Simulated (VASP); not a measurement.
**LiS3: single point with PBE**

LiS3:

```
Li S
1.0
    -2.51738    2.51738    2.51738
     2.51738   -2.51738    2.51738
     2.51738    2.51738   -2.51738
Li S
1 3
Direct
  0.00000 0.00000 0.00000
  0.00000 0.50000 0.50000
  0.50000 0.00000 0.50000
  0.50000 0.50000 0.00000
```

The cell was built from a structure type or drawn by symmetry, and may not be a known phase.

- Program: VASP 6.6.1
- Task: single point
- Functional: PBE
- Potentials or basis: VASP PAW PBE potentials, release 64 (Li_sv, S)
- Cutoff: 520 eV
- k mesh: 4 × 4 × 4
- Occupations: gaussian, width 0.1 eV
- Spin: no spin polarisation
- Dipole correction: no
- Further INCAR settings: ALGO = Normal; EDIFF = 1e-06; NBANDS = 18

* Band gap on the k mesh: zero (an odd number of electrons rules out a gap without spin polarisation)

Levels at points of the mesh, in eV from the Fermi level:
```tsv
k point	band 8	band 9	band 10	band 11	band 12	band 13
(0.00, 0.00, 0.00)	-1.74	-1.74	-1.74	4.57	4.57	4.57
(0.50, 0.00, 0.00)	-1.90	-1.05	-0.81	-0.01	0.43	4.69
(0.50, 0.50, 0.50)	-0.64	-0.64	-0.64	4.91	4.91	4.91
```

Wall time 5 s on 1 thread of Intel(R) Xeon(R) 6975P-C (Granite Rapids), on a shared host, peak memory 0.16 GiB.

Caveat: the k points lie up to 0.44 Å⁻¹ apart, too coarse for converged energies and pressures of a metal.
